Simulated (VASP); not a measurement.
# Ni3Ge (P4/mmm) in VASP: single point with r2SCAN

Aim: the single point of Ni3Ge with r2SCAN.

Everything below comes from runs of VASP 6.6.1. Logs are shortened: lines on timing, memory, paths and dates and some standing lists are left out, and cuts for length are marked.

## 1. The cell of the first run

It takes space group P4/mmm (No. 123, tetragonal). The conventional cell has a = 3.692 Å, b = 3.692 Å, c = 3.356 Å, α = 90.00°, β = 90.00°, γ = 90.00°. Ni (site symmetry mmm) has 10 Ni at 2.49 to 3.36 Å and 4 Ge at 2.49 Å within 3.4 Å. Within 3.4 Å of Ni (site symmetry 4/mmm) lie 10 Ni at 2.49 to 3.36 Å and 4 Ge at 2.61 Å. Ge (site symmetry 4/mmm) has 12 Ni at 2.49 to 2.61 Å and 2 Ge at 3.36 Å within 3.4 Å.

## 2. Single point, r2SCAN (biaxial strain in the a-b plane: +4.5 %, then relaxed in part)

POSCAR

```
Ni3Ge
1.0
    3.6915846538      0.0000000000      0.0000000000
    0.0000000000      3.6915846538      0.0000000000
    0.0000000000      0.0000000000      3.3555063986
Ni Ge
3 1
Direct
    0.5000000000      0.0000000000      0.5000000000
    0.0000000000      0.5000000000      0.5000000000
    0.5000000000      0.5000000000      0.0000000000
    0.0000000000      0.0000000000      0.0000000000
```

INCAR.step1

```
SYSTEM = Ni3Ge
PREC     = Accurate       ! precision mode
ENCUT    = 520            ! plane-wave cutoff, eV
ISMEAR   = 0              ! smearing method
SIGMA    = 0.1            ! smearing width, eV
LREAL    = .False.        ! projectors in reciprocal space
LASPH    = .True.         ! aspherical terms in the spheres
NELM     = 60             ! most SCF steps
NBANDS   = 30             ! bands
GGA      = PE             ! functional
ALGO     = Normal         ! electronic algorithm
EDIFF    = 1E-4           ! SCF threshold, eV
LWAVE    = .True.         ! write WAVECAR
LCHARG   = .False.        ! write CHGCAR
```

INCAR.step2

```
SYSTEM = Ni3Ge
PREC     = Accurate       ! precision mode
ENCUT    = 520            ! plane-wave cutoff, eV
EDIFF    = 1E-6           ! SCF threshold, eV
ISMEAR   = 0              ! smearing method
SIGMA    = 0.1            ! smearing width, eV
LREAL    = .False.        ! projectors in reciprocal space
LASPH    = .True.         ! aspherical terms in the spheres
NELM     = 60             ! most SCF steps
ALGO     = Normal         ! electronic algorithm
ISIF     = 2              ! what is computed and relaxed
LWAVE    = .False.        ! write WAVECAR
LCHARG   = .False.        ! write CHGCAR
METAGGA  = R2SCAN         ! meta-GGA
LMIXTAU  = .True.       
NBANDS   = 30             ! bands
ISTART   = 1
```

KPOINTS

```
Automatic mesh
0
Gamma
  14 14 14
  0 0 0
```

Potentials or basis: VASP PAW PBE potentials, release 64 (Ni, Ge_d).

Command:

```
$ cat potpaw_PBE.64/Ni/POTCAR potpaw_PBE.64/Ge_d/POTCAR > POTCAR
$ cp INCAR.step1 INCAR
$ mpirun -np 1 vasp_std > vasp.out
$ cp INCAR.step2 INCAR
$ mpirun -np 1 vasp_std > vasp.out
```

OUTCAR:

```text
SYSTEM = Ni3Ge
   PREC = Accurate
   ENCUT = 520
   EDIFF = 1E-6
   ISMEAR = 0
   LREAL = .False.
   LASPH = .True.
   NELM = 60
   ISIF = 2
   METAGGA = R2SCAN
   ISTART = 1

 ion  position               nearest neighbor table
   1  0.500  0.000  0.500-   3 2.49   4 2.49   3 2.49   4 2.49   3 2.49   3 2.49   4 2.49   4 2.49
                             2 2.61   2 2.61   2 2.61   2 2.61
   2  0.000  0.500  0.500-   3 2.49   4 2.49   3 2.49   4 2.49   4 2.49   4 2.49   3 2.49   3 2.49
                             1 2.61   1 2.61   1 2.61   1 2.61
   3  0.500  0.500  0.000-   1 2.49   2 2.49   1 2.49   2 2.49   1 2.49   1 2.49   2 2.49   2 2.49
                             4 2.61   4 2.61   4 2.61   4 2.61
   4  0.000  0.000  0.000-   1 2.49   2 2.49   1 2.49   2 2.49   2 2.49   2 2.49   1 2.49   1 2.49
                             3 2.61   3 2.61   3 2.61   3 2.61

  LATTYP: Found a simple tetragonal cell.
 ALAT       =     3.6915846538
 C/A-ratio  =     0.9089609784

  Lattice vectors:

 A1 = (   3.6915846538,   0.0000000000,   0.0000000000)
 A2 = (   0.0000000000,   3.6915846538,   0.0000000000)
 A3 = (   0.0000000000,   0.0000000000,   3.3555063986)

Analysis of symmetry for initial positions (statically):
=====================================================================
 Subroutine PRICEL returns:
 Original cell was already a primitive cell.

 Routine SETGRP: Setting up the symmetry group for a
 simple tetragonal supercell.

 Subroutine GETGRP returns: Found 16 space group operations
 (whereof 16 operations were pure point group operations)
 out of a pool of 16 trial point group operations.

The static configuration has the point symmetry D_4h.

Analysis of symmetry for dynamics (positions and initial velocities):
=====================================================================
 Subroutine PRICEL returns:
 Original cell was already a primitive cell.

 Routine SETGRP: Setting up the symmetry group for a
 simple tetragonal supercell.

 Subroutine GETGRP returns: Found 16 space group operations
 (whereof 16 operations were pure point group operations)
 out of a pool of 16 trial point group operations.

The dynamic configuration has the point symmetry D_4h.

 Subroutine INISYM returns: Found 16 space group operations
 (whereof 16 operations are pure point group operations),
 and found     1 'primitive' translations

----------------------------------------------------------------------------------------

                                     Primitive cell

  volume of cell :      45.7282

  direct lattice vectors                    reciprocal lattice vectors
     3.691584654  0.000000000  0.000000000     0.270886379  0.000000000  0.000000000
     0.000000000  3.691584654  0.000000000     0.000000000  0.270886379  0.000000000
     0.000000000  0.000000000  3.355506399     0.000000000  0.000000000  0.298017611

  length of vectors
     3.691584654  3.691584654  3.355506399     0.270886379  0.270886379  0.298017611

  position of ions in fractional coordinates (direct lattice)
     0.500000000  0.000000000  0.500000000
     0.000000000  0.500000000  0.500000000
     0.500000000  0.500000000  0.000000000
     0.000000000  0.000000000  0.000000000

  ion indices of the primitive-cell ions
   primitive index   ion index
                 1           1
                 2           2
                 3           3
                 4           4

----------------------------------------------------------------------------------------

 KPOINTS: Automatic mesh

Automatic generation of k-mesh.
 Grid dimensions read from file:
 generate k-points for:   14   14   14

 Generating k-lattice:

  Cartesian coordinates                     Fractional coordinates (reciprocal lattice)
     0.019349027  0.000000000  0.000000000     0.071428571  0.000000000  0.000000000
     0.000000000  0.019349027  0.000000000     0.000000000  0.071428571  0.000000000
     0.000000000  0.000000000  0.021286972     0.000000000  0.000000000  0.071428571

  Length of vectors
     0.019349027  0.019349027  0.021286972

  Shift w.r.t. Gamma in fractional coordinates (k-lattice)
     0.000000000  0.000000000  0.000000000

 Subroutine IBZKPT returns following result:
 ===========================================

 Found    288 irreducible k-points:

 Following reciprocal coordinates:
            Coordinates               Weight
  0.000000  0.000000  0.000000      1.000000
  0.071429  0.000000  0.000000      4.000000
  0.142857  0.000000  0.000000      4.000000
  0.214286  0.000000  0.000000      4.000000
  0.285714  0.000000  0.000000      4.000000
  0.357143  0.000000  0.000000      4.000000
[... 16 lines left out ...]
  0.285714  0.214286  0.000000      8.000000
  0.357143  0.214286  0.000000      8.000000
 [... further k-points ...]
   k-points           NKPTS =    288   k-points in BZ     NKDIM =    288   number of bands    NBANDS=     30
   number of dos      NEDOS =    301   number of ions     NIONS =      4
   total plane-waves  NPLWV =  21952
   dimension x,y,z NGX =    28 NGY =   28 NGZ =   28
   dimension x,y,z NGXF=    56 NGYF=   56 NGZF=   56
   ions per type =               3   1
   NGX,Y,Z   is equivalent  to a cutoff of  12.61, 12.61, 13.87 a.u.
   NGXF,Y,Z  is equivalent  to a cutoff of  25.22, 25.22, 27.74 a.u.
 SYSTEM =  Ni3Ge
   PREC   = accura    normal or accurate (medium, high low for compatibility)
   ISTART =      1    job   : 0-new  1-cont  2-samecut
   ICHARG =      0    charge: 1-file 2-atom 10-const
   ISPIN  =      1    spin polarized calculation?
   LNONCOLLINEAR =      F non collinear calculations
   LSORBIT =      F    spin-orbit coupling
   LASPH  =      T    aspherical Exc in radial PAW
   ENCUT  =  520.0 eV  38.22 Ry    6.18 a.u.   6.86  6.86  6.24*2*pi/ulx,y,z
   NELM   =     60;   NELMIN=  2; NELMDL=  0     # of ELM steps
   EDIFF  = 0.1E-05   stopping-criterion for ELM
   LREAL  =      F    real-space projection
   EDIFFG = 0.1E-04   stopping-criterion for IOM
   NSW    =      0    number of steps for IOM
   IBRION =     -1    ionic relax: 0-MD 1-quasi-New 2-CG
   NFREE  =      0    steps in history (QN), initial steepest desc. (CG)
   ISIF   =      2    stress and relaxation
   ISYM   =      2    0-nonsym 1-usesym 2-fastsym
   POTIM  = 0.5000    time-step for ionic-motion
   TEBEG  =    0.0;   TEEND  =   0.0 temperature during run
   PSTRESS=    0.0 pullay stress
   NELECT =      44.0000    total number of electrons
   NUPDOWN=      -1.0000    fix difference up-down
   EMIN   =  10.00;   EMAX   =-10.00  energy-range for DOS
   EFERMI =   0.00;   METHOD = LEGACY
   ISMEAR =     0;   SIGMA  =   0.10  broadening in eV -4-tet -1-fermi 0-gaus
   EFERMI_NEDOS =   21; number of points for ismear=-14 and -15
   IALGO  =     38    algorithm
   IMIX   =      4    mixing-type and parameters
     AMIX     =   0.40;   BMIX     =  1.00
     AMIX_MAG =   1.60;   BMIX_MAG =  1.00
  volume/ion in A,a.u.               =      11.43        77.15
  Fermi-wavevector in a.u.,A,eV,Ry     =   1.616210  3.054194 35.540255  2.612135
  Thomas-Fermi vector in A             =   2.710833
   LORBIT       =      0    0 simple, 1 ext, 2 COOP (PROOUT), +10 PAW based schemes
   METAGGA = R2SCAN    functional components
   LHFCALC =     F    Hartree Fock is set to
   AEXX    =    0.0000 exact exchange contribution
   IVDW    =     0    specifies the selected vdW correction
   LEPSILON=     F    determine dielectric tensor
   LRPA    =     F    only Hartree local field effects (RPA)
 non-spin polarized calculation
 Gauss-broadening in eV      SIGMA  =   0.10
  energy-cutoff  :      520.00
  volume of cell :       45.73
 maximum number of plane-waves:      1257
 NGX is ok and might be reduce to    28
   NGX = 13   NGY = 13   NGZ = 13

 number of electron      43.9999990 magnetization

 Free energy of the ion-electron system (eV)
  ---------------------------------------------------
  ext. energy  EPLUGINS =         0.00000000
  ---------------------------------------------------
  free energy    TOTEN  =       -50.61940074 eV

  energy without entropy =      -50.61090453  energy(sigma->0) =      -50.61515264

 E-fermi :   9.6503     XC(G=0): -14.4857

 val. band max:        9.6485614459   @ k =   0.3571   0.3571   0.4286
 cond. band min:       9.6541255173   @ k =   0.1429   0.1429   0.0000
 fundamental gap:      0.0055640715
 Fermi energy:         9.6503234492

 k-point     1 :       0.0000    0.0000    0.0000
  band No.  band energies     occupation
      1     -15.7976      2.00000
      2     -15.7796      2.00000
      3     -15.7796      2.00000
      4     -15.7780      2.00000
      5     -15.7595      2.00000
      6      -3.1438      2.00000
[... 22 lines left out ...]
     29      19.8272      0.00000
     30      21.2674      0.00000

 k-point     2 :       0.0714    0.0000    0.0000
  band No.  band energies     occupation
      1     -15.7973      2.00000
      2     -15.7796      2.00000
      3     -15.7795      2.00000
      4     -15.7772      2.00000
      5     -15.7596      2.00000
      6      -3.0904      2.00000
[... 22 lines left out ...]
     29      19.6562      0.00000
     30      21.1378      0.00000

 k-point     3 :       0.1429    0.0000    0.0000
  band No.  band energies     occupation
      1     -15.7964      2.00000
      2     -15.7795      2.00000
      3     -15.7792      2.00000
      4     -15.7751      2.00000
      5     -15.7597      2.00000
      6      -2.9324      2.00000
[... 22 lines left out ...]
     29      19.2682      0.00000
     30      20.6632      0.00000

 k-point     4 :       0.2143    0.0000    0.0000
  band No.  band energies     occupation
      1     -15.7952      2.00000
      2     -15.7793      2.00000
      3     -15.7788      2.00000
      4     -15.7719      2.00000
      5     -15.7599      2.00000
      6      -2.6776      2.00000
[... 616 lines left out ...]
     29      20.0324      0.00000
     30      21.3979      0.00000

 k-point    23 :       0.2857    0.2143    0.0000
  band No.  band energies     occupation
      1     -15.7913      2.00000
      2     -15.7784      2.00000
      3     -15.7781      2.00000
      4     -15.7631      2.00000
      5     -15.7622      2.00000
      6      -1.9103      2.00000
[... 22 lines left out ...]
     29      19.4587      0.00000
     30      21.5155      0.00000

 k-point    24 :       0.3571    0.2143    0.0000
  band No.  band energies     occupation
      1     -15.7903      2.00000
      2     -15.7783      2.00000
      3     -15.7777      2.00000
      4     -15.7629      2.00000
      5     -15.7600      2.00000
      6      -1.5548      2.00000
[... 22 lines left out ...]
     29      19.9130      0.00000
     30      21.8747      0.00000

 [... further k-points ...]

------------------------ aborting loop because EDIFF is reached ----------------------------------------

  FORCE on cell =-STRESS in cart. coord.  units (eV):
  Direction    XX          YY          ZZ          XY          YZ          ZX
  --------------------------------------------------------------------------------------
  -------------------------------------------------------------------------------------
  Total       -2.7429248     -2.7429248      0.0085147      0.0000000      0.0000000     -0.0000000
  in kB      -96.1038401    -96.1038401      0.2983294      0.0000000      0.0000000     -0.0000000
  external PRESSURE =     -63.9697836 kB  Pullay stress =       0.0000000 kB

 VOLUME and BASIS-vectors are now :
 -----------------------------------------------------------------------------
  energy-cutoff  :      520.00
  volume of cell :       45.73
      direct lattice vectors                 reciprocal lattice vectors
     3.691584654  0.000000000  0.000000000     0.270886379  0.000000000  0.000000000
     0.000000000  3.691584654  0.000000000     0.000000000  0.270886379  0.000000000
     0.000000000  0.000000000  3.355506399     0.000000000  0.000000000  0.298017611

 POSITION                                       TOTAL-FORCE (eV/Angst)
 -----------------------------------------------------------------------------------
      1.84579      0.00000      1.67775         0.000000      0.000000      0.000000
      0.00000      1.84579      1.67775         0.000000      0.000000      0.000000
      1.84579      1.84579      0.00000         0.000000      0.000000      0.000000
      0.00000      0.00000      0.00000         0.000000      0.000000      0.000000
 -----------------------------------------------------------------------------------
    total drift:                                0.000000      0.000000      0.000000

  FREE ENERGIE OF THE ION-ELECTRON SYSTEM (eV)
  ---------------------------------------------------
  free  energy   TOTEN  =       -50.6194007437 eV

  energy  without entropy=      -50.6109045282  energy(sigma->0) =      -50.61515264
```

Run time: 16 min. Hardware: 1 thread of AMD EPYC 9R45 (Zen 5), shared host; peak memory 0.4 GiB.

What came out:

| Quantity | Value |
| --- | --- |
| Free energy | -50.6194 eV |
| Pressure | -6.4 GPa |
| Band gap on the k mesh | zero (bands 22 and 23 overlap by 0.45 eV) |

Stress tensor (GPa, compression positive):
```
-9.61  0.00  0.00
 0.00 -9.61  0.00
 0.00  0.00  0.03
```

Levels at points of the mesh, in eV from the Fermi level:
```csv
k point,band 19,band 20,band 21,band 22,band 23,band 24,band 25,band 26
"(0.00, 0.00, 0.00)",-0.52,-0.38,-0.25,0.13,0.13,0.36,3.72,6.24
"(0.50, 0.00, 0.00)",-1.17,-1.11,-0.57,0.13,2.83,4.18,4.66,5.13
"(0.50, 0.50, 0.00)",-1.35,-1.27,-1.04,-0.99,0.33,0.33,6.19,7.80
"(0.00, 0.00, 0.50)",-1.13,-1.04,-0.84,-0.25,3.84,3.84,4.35,5.58
"(0.50, 0.00, 0.50)",-1.06,-1.03,-0.95,-0.84,0.65,0.67,5.44,6.20
"(0.50, 0.50, 0.50)",-1.25,-0.99,-0.46,-0.32,-0.32,-0.09,0.64,4.13
```

Caveat: the cell differs from its parent crystal (biaxial strain in the a-b plane: +4.5 %, then relaxed in part); the stress differs along the axes, from -10 to 0 GPa; the PAW data sets were made with another functional, which shifts forces and pressure a little. Spin polarisation is off, so any magnetic state and its effect on volume and gap are missing.
